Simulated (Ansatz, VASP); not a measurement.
**SiGe: VASP beside Ansatz**

```
Si Ge
1.0
     3.86949    0.00000    0.00000
    -1.93475    3.35108    0.00000
     0.00000    0.00000    6.39475
Si Ge
2 2
Cartesian
  1.9347 1.1170 5.5922
  0.0000 2.2341 2.3949
  1.9347 1.1170 3.2005
  0.0000 2.2341 0.0032
```

Alike in both runs: functional LDA; k mesh 12 × 12 × 6; occupations gaussian, width 0.02 eV; no spin polarisation.

Ansatz relaxed the structure, and its values are those at the end. VASP's run is a single point on that final structure, the one shown.

|  | VASP | Ansatz |
| --- | --- | --- |
| version | VASP 6.6.1 | Ansatz 0.2.0 |
| potentials or method | VASP PAW LDA potentials, release 64 (Si, Ge_d), cutoff 520 eV | scalar-relativistic, plane waves, PAW |
| valence electrons in the cell | 36 | 36 |

```tsv
	VASP	Ansatz	Ansatz less VASP
gap on the k mesh at the Fermi level (eV)	0.32	0.32	0.000
least direct gap on the mesh (eV)	0.44	0.43	-0.013
pressure (GPa)	0.1	0.0	-0.09
```

Ansatz warns that its potentials were made for another functional, while VASP's fit it. LDA's correlation is that of Perdew and Zunger in VASP and of Perdew and Wang (1992) in Ansatz.
